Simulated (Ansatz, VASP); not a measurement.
# One calculation of Pt, two programs

```xyz
1
Lattice="-1.4115 1.4115 1.9958 1.4115 -1.4115 1.9958 1.4115 1.4115 -1.9958" Properties=species:S:1:pos:R:3 pbc="T T T"
Pt    0.0000    0.0000    0.0000
```

Alike in both runs: task single point; functional PBEsol; k mesh 24 × 24 × 24; occupations gaussian, width 0.15 eV; no spin polarisation.

|  | VASP | Ansatz |
| --- | --- | --- |
| version | VASP 6.6.1 | Ansatz 0.2.0 |
| potentials or method | VASP PAW PBE potentials, release 64 (Pt), cutoff 520 eV | scalar-relativistic, plane waves, PAW |
| valence electrons in the cell | 10 | 18 |

|  | VASP | Ansatz | Ansatz less VASP |
| --- | --- | --- | --- |
| gap on the k mesh at the Fermi level (eV) | none | none | - |
| pressure (GPa) | -14.2 | -13.8 | +0.41 |

VASP's potentials were made for PBE, not for PBEsol. A gap of «none» marks a metal or a gap that the smearing closes. VASP's potentials hold 10 valence electrons a cell and Ansatz's 18, so a difference there can come from the potentials and not from the codes.

Spin-orbit coupling is off throughout.
